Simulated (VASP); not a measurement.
Set up this calculation in VASP 6.6.1, as the native input.

* Task: relaxation of cell and atoms
* Functional: PBE
* Potentials or basis: VASP PAW PBE potentials, release 64 (Hf_pv)
* Cutoff: 600 eV
* k mesh: 24 × 24 × 24
* Occupations: gaussian, width 0.1 eV
* Spin: no spin polarisation
* Dipole correction: no
* Further INCAR settings: ALGO = Fast; EDIFF = 1e-06; IBRION = 2; EDIFFG = -0.01; NSW = 100; ISIF = 3

The structure of Hf lies in POSCAR:

```
Hf
1.0
    1.5745733133      0.9090803263      2.6154728552
   -1.5745733133      0.9090803263      2.6154728552
    0.0000000000     -1.8181606526      2.6154728552
Hf
1
Direct
    0.0000000000      0.0000000000      0.0000000000
```

The input as run:

INCAR

```
PREC = Accurate
ENCUT = 600
EDIFF = 1E-6
ISMEAR = 0
SIGMA = 0.1
LREAL = F
LASPH = T
NELM = 60
ALGO = Fast
ISIF = 3
LWAVE = F
LCHARG = F
GGA = PE
IBRION = 2
NSW = 100
EDIFFG = -0.01
```

KPOINTS

```
regular mesh
0
Gamma
  24 24 24
```

Potentials or basis: VASP PAW PBE potentials, release 64 (Hf_pv).

Launch:

```console
$ cat potpaw_PBE.64/Hf_pv/POTCAR > POTCAR
$ mpirun -np 1 vasp_std > vasp.out
```

It gave:

```yaml
Relaxed_volume: 22.45 Å³/atom
Relaxed_cell: a = 3.167 Å, b = 3.167 Å, c = 3.167 Å, α = 59.99°, β = 59.99°, γ = 59.99°
Space_group_after_relaxing_to_0.1_Å: Fm-3m (No. 225)
Energy_gained_by_relaxing: 1.7 meV/atom
Ionic_steps: 7
Pressure_after_relaxing: 0.0 GPa
Band_gap_on_the_k_mesh: zero (bands 5 and 6 overlap by 2.01 eV)
```

Caveat: spin-orbit coupling is left out, which moves the levels of the heavy elements.

Wall time 9.6 min on 1 thread of Intel(R) Xeon(R) 6975P-C (Granite Rapids) (shared host), peak memory 0.49 GiB.
